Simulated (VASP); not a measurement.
# BAs (F-43m) in VASP: a series of runs

BAs is run at these levels: PBEsol; tasks: single point, relaxation of cell and atoms.

Program: VASP 6.6.1. These are calculated values, not measurements. Logs are shortened: lines on timing, memory, paths and dates and some standing lists are left out, and cuts for length are marked.

## (1) The cell of the first run

The structure is cubic, space group F-43m (No. 216). The conventional cell has a = 4.768 Å, b = 4.768 Å, c = 4.768 Å, α = 90.00°, β = 90.00°, γ = 90.00°. Within 2.7 Å of B (site symmetry -43m) lie 4 As at 2.06 Å. As (site symmetry -43m) has 4 B at 2.06 Å within 2.7 Å.

## (2) Single point, PBEsol

Input file INCAR:

```
SYSTEM = BAs
PREC = Accurate
ENCUT = 520
EDIFF = 1E-6
ISMEAR = 0
SIGMA = 0.02
LREAL = .False.
LASPH = .True.
NELM = 60
ALGO = Normal
ISIF = 2
LWAVE = .False.
LCHARG = .True.
GGA = PS
LELF = .True.
LVHAR = .True.
NBANDS = 11
```

Input file KPOINTS:

```
regular mesh
0
Gamma
  10 10 10
  0 0 0
```

Input file POSCAR:

```
BAs
1.0
    0.0000000000      2.3839379018      2.3839379018
    2.3839379018      0.0000000000      2.3839379018
    2.3839379018      2.3839379018      0.0000000000
B As
1 1
Direct
    0.0000000000      0.0000000000      0.0000000000
    0.7500000000      0.7500000000      0.7500000000
```

Potentials or basis: VASP PAW PBE potentials, release 64 (B, As).

Started as:

```
cat potpaw_PBE.64/B/POTCAR potpaw_PBE.64/As/POTCAR > POTCAR
mpirun -np 1 vasp_std > vasp.out
```

OUTCAR:

```text
SYSTEM = BAs
   PREC = Accurate
   ENCUT = 520
   EDIFF = 1E-6
   ISMEAR = 0
   LREAL = .False.
   LASPH = .True.
   NELM = 60
   ISIF = 2
   GGA = PS

 ion  position               nearest neighbor table
   1  0.000  0.000  0.000-   2 2.06   2 2.06   2 2.06   2 2.06
   2  0.750  0.750  0.750-   1 2.06   1 2.06   1 2.06   1 2.06

  LATTYP: Found a face centered cubic cell.
 ALAT       =     4.7678758036

  Lattice vectors:

 A1 = (   0.0000000000,   2.3839379018,   2.3839379018)
 A2 = (   2.3839379018,   0.0000000000,   2.3839379018)
 A3 = (   2.3839379018,   2.3839379018,   0.0000000000)

Analysis of symmetry for initial positions (statically):
=====================================================================
 Subroutine PRICEL returns:
 Original cell was already a primitive cell.

 Routine SETGRP: Setting up the symmetry group for a
 face centered cubic supercell.

 Subroutine GETGRP returns: Found 24 space group operations
 (whereof 24 operations were pure point group operations)
 out of a pool of 48 trial point group operations.

The static configuration has the point symmetry T_d .

Analysis of symmetry for dynamics (positions and initial velocities):
=====================================================================
 Subroutine PRICEL returns:
 Original cell was already a primitive cell.

 Routine SETGRP: Setting up the symmetry group for a
 face centered cubic supercell.

 Subroutine GETGRP returns: Found 24 space group operations
 (whereof 24 operations were pure point group operations)
 out of a pool of 48 trial point group operations.

The dynamic configuration has the point symmetry T_d .

 Subroutine INISYM returns: Found 24 space group operations
 (whereof 24 operations are pure point group operations),
 and found     1 'primitive' translations

----------------------------------------------------------------------------------------

                                     Primitive cell

  volume of cell :      27.0966

  direct lattice vectors                    reciprocal lattice vectors
     0.000000000  2.383937902  2.383937902    -0.209737007  0.209737007  0.209737007
     2.383937902  0.000000000  2.383937902     0.209737007 -0.209737007  0.209737007
     2.383937902  2.383937902  0.000000000     0.209737007  0.209737007 -0.209737007

  length of vectors
     3.371397313  3.371397313  3.371397313     0.363275152  0.363275152  0.363275152

  position of ions in fractional coordinates (direct lattice)
     0.000000000  0.000000000  0.000000000
     0.750000000  0.750000000  0.750000000

  ion indices of the primitive-cell ions
   primitive index   ion index
                 1           1
                 2           2

----------------------------------------------------------------------------------------

 KPOINTS: regular mesh

Automatic generation of k-mesh.
 Grid dimensions read from file:
 generate k-points for:   10   10   10

 Generating k-lattice:

  Cartesian coordinates                     Fractional coordinates (reciprocal lattice)
    -0.020973701  0.020973701  0.020973701     0.100000000  0.000000000  0.000000000
     0.020973701 -0.020973701  0.020973701     0.000000000  0.100000000  0.000000000
     0.020973701  0.020973701 -0.020973701     0.000000000  0.000000000  0.100000000

  Length of vectors
     0.036327515  0.036327515  0.036327515

  Shift w.r.t. Gamma in fractional coordinates (k-lattice)
     0.000000000  0.000000000  0.000000000

 Subroutine IBZKPT returns following result:
 ===========================================

 Found     47 irreducible k-points:

 Following reciprocal coordinates:
            Coordinates               Weight
  0.000000  0.000000  0.000000      1.000000
  0.100000  0.000000  0.000000      8.000000
  0.200000  0.000000  0.000000      8.000000
  0.300000  0.000000  0.000000      8.000000
  0.400000  0.000000  0.000000      8.000000
  0.500000  0.000000  0.000000      4.000000
[... 16 lines left out ...]
  0.300000  0.300000  0.000000      6.000000
  0.400000  0.300000  0.000000     24.000000
 [... further k-points ...]
   k-points           NKPTS =     47   k-points in BZ     NKDIM =     47   number of bands    NBANDS=     11
   number of dos      NEDOS =    301   number of ions     NIONS =      2
   total plane-waves  NPLWV =  21952
   dimension x,y,z NGX =    28 NGY =   28 NGZ =   28
   dimension x,y,z NGXF=    56 NGYF=   56 NGZF=   56
   ions per type =               1   1
   NGX,Y,Z   is equivalent  to a cutoff of  13.81, 13.81, 13.81 a.u.
   NGXF,Y,Z  is equivalent  to a cutoff of  27.61, 27.61, 27.61 a.u.
 SYSTEM =  BAs
   PREC   = accura    normal or accurate (medium, high low for compatibility)
   ISTART =      0    job   : 0-new  1-cont  2-samecut
   ICHARG =      2    charge: 1-file 2-atom 10-const
   ISPIN  =      1    spin polarized calculation?
   LNONCOLLINEAR =      F non collinear calculations
   LSORBIT =      F    spin-orbit coupling
   LASPH  =      T    aspherical Exc in radial PAW
   ENCUT  =  520.0 eV  38.22 Ry    6.18 a.u.   6.27  6.27  6.27*2*pi/ulx,y,z
   NELM   =     60;   NELMIN=  2; NELMDL= -5     # of ELM steps
   EDIFF  = 0.1E-05   stopping-criterion for ELM
   LREAL  =      F    real-space projection
   EDIFFG = 0.1E-04   stopping-criterion for IOM
   NSW    =      0    number of steps for IOM
   IBRION =     -1    ionic relax: 0-MD 1-quasi-New 2-CG
   NFREE  =      0    steps in history (QN), initial steepest desc. (CG)
   ISIF   =      2    stress and relaxation
   ISYM   =      2    0-nonsym 1-usesym 2-fastsym
   POTIM  = 0.5000    time-step for ionic-motion
   TEBEG  =    0.0;   TEEND  =   0.0 temperature during run
   PSTRESS=    0.0 pullay stress
   NELECT =       8.0000    total number of electrons
   NUPDOWN=      -1.0000    fix difference up-down
   EMIN   =  10.00;   EMAX   =-10.00  energy-range for DOS
   EFERMI =   0.00;   METHOD = LEGACY
   ISMEAR =     0;   SIGMA  =   0.02  broadening in eV -4-tet -1-fermi 0-gaus
   EFERMI_NEDOS =   21; number of points for ismear=-14 and -15
   IALGO  =     38    algorithm
   IMIX   =      4    mixing-type and parameters
     AMIX     =   0.40;   BMIX     =  1.00
     AMIX_MAG =   1.60;   BMIX_MAG =  1.00
  volume/ion in A,a.u.               =      13.55        91.43
  Fermi-wavevector in a.u.,A,eV,Ry     =   1.090101  2.059991 16.168064  1.188319
  Thomas-Fermi vector in A             =   2.226318
   LORBIT       =      0    0 simple, 1 ext, 2 COOP (PROOUT), +10 PAW based schemes
   GGA     = PS    functional components
   LHFCALC =     F    Hartree Fock is set to
   AEXX    =    0.0000 exact exchange contribution
   IVDW    =     0    specifies the selected vdW correction
   LEPSILON=     F    determine dielectric tensor
   LRPA    =     F    only Hartree local field effects (RPA)
 non-spin polarized calculation
 Gauss-broadening in eV      SIGMA  =   0.02
  energy-cutoff  :      520.00
  volume of cell :       27.10
 maximum number of plane-waves:       745
 NGX is ok and might be reduce to    28
   NGX = 13   NGY = 13   NGZ = 13

 number of electron       8.0000000 magnetization

 Free energy of the ion-electron system (eV)
  ---------------------------------------------------
  ext. energy  EPLUGINS =         0.00000000
  ---------------------------------------------------
  free energy    TOTEN  =       -12.20338393 eV

  energy without entropy =      -12.20338393  energy(sigma->0) =      -12.20338393

 E-fermi :   6.2828     XC(G=0): -10.7554

 val. band max:        6.1073877702   @ k =   0.0000   0.0000   0.0000
 cond. band min:       7.1776060683   @ k =   0.4000   0.4000   0.0000
 fundamental gap:      1.0702182981
 Fermi energy:         6.2827764105

 k-point     1 :       0.0000    0.0000    0.0000
  band No.  band energies     occupation
      1      -9.3822      2.00000
      2       6.1074      2.00000
      3       6.1074      2.00000
      4       6.1074      2.00000
      5       9.3544      0.00000
      6       9.3544      0.00000
      7       9.3544      0.00000
      8      10.8621      0.00000
      9      15.4821      0.00000
     10      19.0617      0.00000
     11      19.0617      0.00000

 k-point     2 :       0.1000    0.0000    0.0000
  band No.  band energies     occupation
      1      -9.2168      2.00000
      2       4.6981      2.00000
      3       5.8006      2.00000
      4       5.8006      2.00000
      5       9.5118      0.00000
      6       9.7574      0.00000
      7       9.7574      0.00000
      8      11.7178      0.00000
      9      16.1433      0.00000
     10      17.9374      0.00000
     11      17.9374      0.00000

 k-point     3 :       0.2000    0.0000    0.0000
  band No.  band energies     occupation
      1      -8.7286      2.00000
      2       2.3120      2.00000
      3       5.2193      2.00000
      4       5.2193      2.00000
      5       9.3039      0.00000
      6      10.4783      0.00000
      7      10.4783      0.00000
      8      13.3028      0.00000
      9      17.1574      0.00000
     10      17.2041      0.00000
     11      17.2041      0.00000

 k-point     4 :       0.3000    0.0000    0.0000
  band No.  band energies     occupation
      1      -7.9534      2.00000
      2       0.0004      2.00000
      3       4.7073      2.00000
      4       4.7073      2.00000
      5       9.0355      0.00000
      6      10.8709      0.00000
      7      10.8709      0.00000
      8      14.5065      0.00000
      9      17.2936      0.00000
     10      17.6613      0.00000
     11      17.6613      0.00000
[... 239 lines left out ...]
 k-point    22 :      -0.2000    0.2000    0.0000
  band No.  band energies     occupation
      1      -7.6879      2.00000
      2       0.6061      2.00000
      3       1.9712      2.00000
      4       4.8010      2.00000
      5      10.0208      0.00000
      6      11.2081      0.00000
      7      12.0791      0.00000
      8      13.0722      0.00000
      9      15.9072      0.00000
     10      18.6264      0.00000
     11      20.2396      0.00000

 k-point    23 :       0.3000    0.3000    0.0000
  band No.  band energies     occupation
      1      -7.4512      2.00000
      2       0.8863      2.00000
      3       2.8764      2.00000
      4       2.8764      2.00000
      5       7.4116      0.00000
      6       9.6600      0.00000
      7      14.5731      0.00000
      8      14.5731      0.00000
      9      17.1003      0.00000
     10      21.0716      0.00000
     11      21.2187      0.00000

 k-point    24 :       0.4000    0.3000    0.0000
  band No.  band energies     occupation
      1      -6.7166      2.00000
      2      -0.3689      2.00000
      3       2.0737      2.00000
      4       2.5772      2.00000
      5       7.7109      0.00000
      6       9.4010      0.00000
      7      14.9505      0.00000
      8      15.1861      0.00000
      9      18.1459      0.00000
     10      21.8648      0.00000
     11      21.9877      0.00000

 [... further k-points ...]
[... 5 lines left out ...]
  --------------------------------------------------------------------------------------
  -------------------------------------------------------------------------------------
  Total        0.1481710      0.1481710      0.1481710      0.0000000      0.0000000     -0.0000000
  in kB        8.7611059      8.7611059      8.7611059      0.0000000      0.0000000     -0.0000000
  external PRESSURE =       8.7611059 kB  Pullay stress =       0.0000000 kB

 VOLUME and BASIS-vectors are now :
 -----------------------------------------------------------------------------
  energy-cutoff  :      520.00
  volume of cell :       27.10
      direct lattice vectors                 reciprocal lattice vectors
     0.000000000  2.383937902  2.383937902    -0.209737007  0.209737007  0.209737007
     2.383937902  0.000000000  2.383937902     0.209737007 -0.209737007  0.209737007
     2.383937902  2.383937902  0.000000000     0.209737007  0.209737007 -0.209737007

 POSITION                                       TOTAL-FORCE (eV/Angst)
 -----------------------------------------------------------------------------------
      0.00000      0.00000      0.00000         0.000000      0.000000      0.000000
      3.57591      3.57591      3.57591        -0.000000     -0.000000     -0.000000
 -----------------------------------------------------------------------------------
    total drift:                                0.000000      0.000000      0.000000

  FREE ENERGIE OF THE ION-ELECTRON SYSTEM (eV)
  ---------------------------------------------------
  free  energy   TOTEN  =       -12.2033839292 eV

  energy  without entropy=      -12.2033839292  energy(sigma->0) =      -12.20338393
```

Run time: 13 s. Hardware: 1 thread of Intel Xeon Platinum 8259CL at 2.50GHz (Skylake/Cascade Lake), shared host; peak memory 0.16 GiB.

What came out:

* Free energy: -12.2034 eV
* Pressure: 0.9 GPa
* Band gap on the k mesh: 1.07 eV, indirect (least direct gap 3.25 eV)

Caveat: the PAW data sets were made with another functional, which shifts forces and pressure a little. A k mesh can miss the band edges.

## (3) Relaxation of cell and atoms, PBEsol

This run uses another cell than the first one, of 13.63 Å³/atom, 1.006 times its volume.

Input file INCAR:

```
PREC = Accurate ; ENCUT = 600
EDIFF = 1E-7 ; ISMEAR = 0
SIGMA = 0.02 ; LREAL = F
LASPH = T ; NELM = 60
ALGO = Normal ; ISIF = 3
LWAVE = F ; LCHARG = F
GGA = PS ; IBRION = 2
NSW = 100 ; EDIFFG = -0.005
```

Input file KPOINTS:

```
Automatic mesh
0
Gamma
  10 10 10
```

Input file POSCAR:

```
BAs
1.0
    0.0000000000      2.3885000000      2.3885000000
    2.3885000000      0.0000000000      2.3885000000
    2.3885000000      2.3885000000      0.0000000000
B As
1 1
Direct
    0.0000000000      0.0000000000      0.0000000000
    0.7500000000      0.7500000000      0.7500000000
```

Potentials or basis: VASP PAW PBE potentials, release 64 (B, As).

Started as:

```
cat potpaw_PBE.64/B/POTCAR potpaw_PBE.64/As/POTCAR > POTCAR
mpirun -np 1 vasp_std > vasp.out
```

OUTCAR:

```text
PREC = Accurate
   ENCUT = 600
   EDIFF = 1E-7
   ISMEAR = 0
   LREAL = F
   LASPH = T
   NELM = 60
   ISIF = 3
   GGA = PS
   IBRION = 2
   NSW = 100
   EDIFFG = -0.005

 ion  position               nearest neighbor table
   1  0.000  0.000  0.000-   2 2.07   2 2.07   2 2.07   2 2.07
   2  0.750  0.750  0.750-   1 2.07   1 2.07   1 2.07   1 2.07

  LATTYP: Found a face centered cubic cell.
 ALAT       =     4.7770000000

  Lattice vectors:

 A1 = (   0.0000000000,   2.3885000000,   2.3885000000)
 A2 = (   2.3885000000,   0.0000000000,   2.3885000000)
 A3 = (   2.3885000000,   2.3885000000,   0.0000000000)

Analysis of symmetry for initial positions (statically):
=====================================================================
 Subroutine PRICEL returns:
 Original cell was already a primitive cell.

 Routine SETGRP: Setting up the symmetry group for a
 face centered cubic supercell.

 Subroutine GETGRP returns: Found 24 space group operations
 (whereof 24 operations were pure point group operations)
 out of a pool of 48 trial point group operations.

The static configuration has the point symmetry T_d .
[... 161 lines left out ...]

 E-fermi :   6.1591     XC(G=0): -10.7310

 val. band max:        6.0434887065   @ k =   0.0000   0.0000   0.0000
 cond. band min:       7.1198364416   @ k =   0.4000   0.4000   0.0000
 fundamental gap:      1.0763477352
 Fermi energy:         6.1590903995

 k-point     1 :       0.0000    0.0000    0.0000
  band No.  band energies     occupation
      1      -9.3931      2.00000
      2       6.0435      2.00000
      3       6.0435      2.00000
      4       6.0435      2.00000
      5       9.2834      0.00000
      6       9.2834      0.00000
      7       9.2834      0.00000
      8      10.7256      0.00000
[... 243 lines left out ...]
 k-point    24 :       0.4000    0.3000    0.0000
  band No.  band energies     occupation
      1      -6.7432      2.00000
      2      -0.4168      2.00000
      3       2.0340      2.00000
      4       2.5345      2.00000
      5       7.6502      0.00000
      6       9.3358      0.00000
      7      14.8455      0.00000
      8      15.0844      0.00000

 [... further k-points ...]
[... 5 lines left out ...]
  --------------------------------------------------------------------------------------
  -------------------------------------------------------------------------------------
  Total        0.0089441      0.0089441      0.0089441      0.0000000     -0.0000000      0.0000000
  in kB        0.5258271      0.5258271      0.5258271      0.0000000     -0.0000000      0.0000000
  external PRESSURE =       0.5258271 kB  Pullay stress =       0.0000000 kB

 VOLUME and BASIS-vectors are now :
 -----------------------------------------------------------------------------
  energy-cutoff  :      600.00
  volume of cell :       27.25
      direct lattice vectors                 reciprocal lattice vectors
     0.000000000  2.388500000  2.388500000    -0.209336404  0.209336404  0.209336404
     2.388500000  0.000000000  2.388500000     0.209336404 -0.209336404  0.209336404
     2.388500000  2.388500000  0.000000000     0.209336404  0.209336404 -0.209336404

 POSITION                                       TOTAL-FORCE (eV/Angst)
 -----------------------------------------------------------------------------------
      0.00000      0.00000      0.00000        -0.000000     -0.000000     -0.000000
      3.58275      3.58275      3.58275         0.000000      0.000000      0.000000
 -----------------------------------------------------------------------------------
    total drift:                                0.000000      0.000000      0.000000

  FREE ENERGIE OF THE ION-ELECTRON SYSTEM (eV)
  ---------------------------------------------------
  free  energy   TOTEN  =       -12.2047775230 eV

  energy  without entropy=      -12.2047775230  energy(sigma->0) =      -12.20477752

 reached required accuracy - stopping structural energy minimisation
```

OSZICAR:

```text
N       E                     dE             d eps       ncg     rms          rms(c)
DAV:   1     0.127991574870E+02    0.12799E+02   -0.42064E+03   752   0.980E+02
DAV:   2    -0.124379371944E+02   -0.25237E+02   -0.24602E+02  1168   0.113E+02
DAV:   3    -0.128121840459E+02   -0.37425E+00   -0.37425E+00   848   0.175E+01
DAV:   4    -0.128127198327E+02   -0.53579E-03   -0.53579E-03  1136   0.734E-01
DAV:   5    -0.128127200231E+02   -0.19040E-06   -0.19040E-06   872   0.941E-03    0.484E+00
DAV:   6    -0.122827917848E+02    0.52993E+00   -0.15757E+00   768   0.639E+00    0.244E+00
DAV:   7    -0.122138773954E+02    0.68914E-01   -0.20217E-01  1056   0.266E+00    0.900E-01
DAV:   8    -0.122045814569E+02    0.92959E-02   -0.20542E-02   816   0.950E-01    0.109E-01
DAV:   9    -0.122047104827E+02   -0.12903E-03   -0.49985E-04   944   0.187E-01    0.587E-02
DAV:  10    -0.122047753543E+02   -0.64872E-04   -0.13489E-04   784   0.794E-02    0.136E-02
DAV:  11    -0.122047778393E+02   -0.24850E-05   -0.38074E-06  1152   0.172E-02    0.122E-02
DAV:  12    -0.122047775031E+02    0.33619E-06   -0.11864E-06   832   0.677E-03    0.148E-03
DAV:  13    -0.122047775230E+02   -0.19823E-07   -0.23493E-08   384   0.158E-03
   1 F= -.12204778E+02 E0= -.12204778E+02  d E =-.122048E+02
```

Run time: 12 s. Hardware: 1 thread of Intel Xeon Platinum 8259CL at 2.50GHz (Skylake/Cascade Lake), shared host; peak memory 0.16 GiB.

What came out:

```
Free energy             : -12.2048 eV
Pressure after relaxing : 0.1 GPa
Band gap on the k mesh  : 1.08 eV, indirect (least direct gap 3.24 eV)
```

Final structure:
```cif
data_structure
_symmetry_space_group_name_H-M 'P 1'
_symmetry_Int_Tables_number 1
_cell_length_a 3.3778
_cell_length_b 3.3778
_cell_length_c 3.3778
_cell_angle_alpha 60.000
_cell_angle_beta 60.000
_cell_angle_gamma 60.000
_cell_volume 27.25
loop_
_atom_site_label
_atom_site_type_symbol
_atom_site_fract_x
_atom_site_fract_y
_atom_site_fract_z
_atom_site_occupancy
B1 B 0.00000 0.00000 0.00000 1
As1 As 0.75000 0.75000 0.75000 1
```

Caveat: the relaxation stopped at its first step, so nothing moved; the PAW data sets were made with another functional, which shifts forces and pressure a little. Expect the measured gap to be larger: semilocal functionals such as PBEsol lack the derivative discontinuity.
